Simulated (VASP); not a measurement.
Set up this calculation in VASP 6.6.1, as the native input.

| Quantity | Value |
| --- | --- |
| Task | single point |
| Functional | PBE |
| Potentials or basis | VASP PAW PBE potentials, release 64 (Fe) |
| Cutoff | 520 eV |
| k mesh | 15 × 15 × 10 |
| Occupations | fermi-dirac, width 0.05 eV |
| Spin | collinear spin, antiferromagnetic start |
| Starting moments | [1.537, -1.537] μB |
| Dipole correction | no |
| Further INCAR settings | ALGO = Normal; EDIFF = 1e-06; NBANDS = 19 |

The structure of Fe lies in POSCAR:

```
Fe
1.0
    2.3886788655      0.0000000000      0.0000000000
    0.0000000000      2.3886788655      0.0000000000
    0.0000000000      0.0000000000      3.6314070637
Fe
2
Direct
    1.0000000000      1.0000000000      0.0000000000
    0.5000000000      0.5000000000      0.5000000000
```

One way to write it, as run:

INCAR

```
  PREC = Accurate
  ENCUT = 520
  EDIFF = 1E-6
  ISMEAR = -1
  SIGMA = 0.05
  LREAL = False
  LASPH = True
  NELM = 150
  ALGO = Normal
  ISIF = 2
  LWAVE = False
  LCHARG = True
  ISPIN = 2
  MAGMOM = 1.537 -1.537
  LORBIT = 11
  LMAXMIX = 4
  GGA = PE
  LELF = True
  LVHAR = True
  NBANDS = 19
```

KPOINTS

```
regular mesh
0
Gamma
  15 15 10
```

Potentials or basis: VASP PAW PBE potentials, release 64 (Fe).

Launch:

```sh
$ cat potpaw_PBE.64/Fe/POTCAR > POTCAR
$ mpirun -np 1 vasp_std > vasp.out
```

It gave:

- Pressure: 8.5 GPa
- Band gap on the k mesh: zero (filled and empty bands overlap)
- Net moment: 0.00 μB per cell
- Site moments: Fe +1.45, -1.45 μB
- Valence electrons inside the program's atomic spheres: Fe 7.47

Caveat: the cell stands under pressure.

It took 60 s on 1 thread of Intel(R) Xeon(R) 6975P-C (Granite Rapids), on a shared host, peak memory 0.23 GiB.
